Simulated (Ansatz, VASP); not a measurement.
# Two plane-wave programs on NaCl

The input INCAR:

```
ALGO = Normal
EDIFF = 1E-7
EDIFFG = -0.002
ENCUT = 600
GGA = CA
IBRION = 2
ISIF = 3
ISMEAR = 0
LASPH = True
LCHARG = False
LREAL = False
LWAVE = False
NELM = 60
NSW = 100
PREC = Accurate
SIGMA = 0.02
```

File KPOINTS:

```
k-points
0
Gamma
  8 8 8
```

File POSCAR:

```
NaCl
1.0
    0.0000000000      2.8100000000      2.8100000000
    2.8100000000      0.0000000000      2.8100000000
    2.8100000000      2.8100000000      0.0000000000
Na Cl
1 1
Direct
    0.0000000000      0.0000000000      0.0000000000
    0.5000000000      0.5000000000      0.5000000000
```

Input for Ansatz:

```yaml
crystal:
  lattice:
    - [0.0, 2.81, 2.81]
    - [2.81, 0.0, 2.81]
    - [2.81, 2.81, 0.0]
  atoms:
    - { symbol: Na, position: [0.0, 0.0, 0.0] }
    - { symbol: Cl, position: [0.5, 0.5, 0.5] }
basis:
  ecutwfc: 420
kpoints:
  mp_grid: { grid: [8, 8, 8] }
hamiltonian:
  xc: lda
scf:
  occupations: { method: gaussian, width: 0.02 }
output:
  forces: true
  stress: true
  eigenvalues: true
  write_density: true
  write_potential: true
  elf: true
  volumetric_format: npy
relax:
  adjacent_minimum: "off"
  f_tol: 0.002
  max_steps: 80
  cell: { stress_tol: 0.02 }
```

Alike in both runs: task relaxation of cell and atoms; functional LDA; k mesh 8 × 8 × 8; occupations gaussian, width 0.02 eV; no spin polarisation.

|  | VASP | Ansatz |
| --- | --- | --- |
| version | VASP 6.6.1 | Ansatz 0.2.0 |
| potentials or method | VASP PAW LDA potentials, release 64 (Na_pv, Cl), cutoff 600 eV | scalar-relativistic, plane waves, PAW |
| valence electrons in the cell | 14 | 16 |

|  | VASP | Ansatz | Ansatz less VASP |
| --- | --- | --- | --- |
| gap on the k mesh at the Fermi level, each at its own relaxed structure (eV) | 5.08 | 5.07 | -0.005 |
| relaxed volume (Å³/atom) | 20.41 | 20.40 | -0.011 |
| relaxed cell length with the largest relative difference (Å) | 3.865 | 3.864 | -0.0007 |

LDA's correlation is that of Perdew and Zunger in VASP and of Perdew and Wang (1992) in Ansatz. VASP's potentials hold 14 valence electrons a cell and Ansatz's 16, so a difference there can come from the potentials and not from the codes.
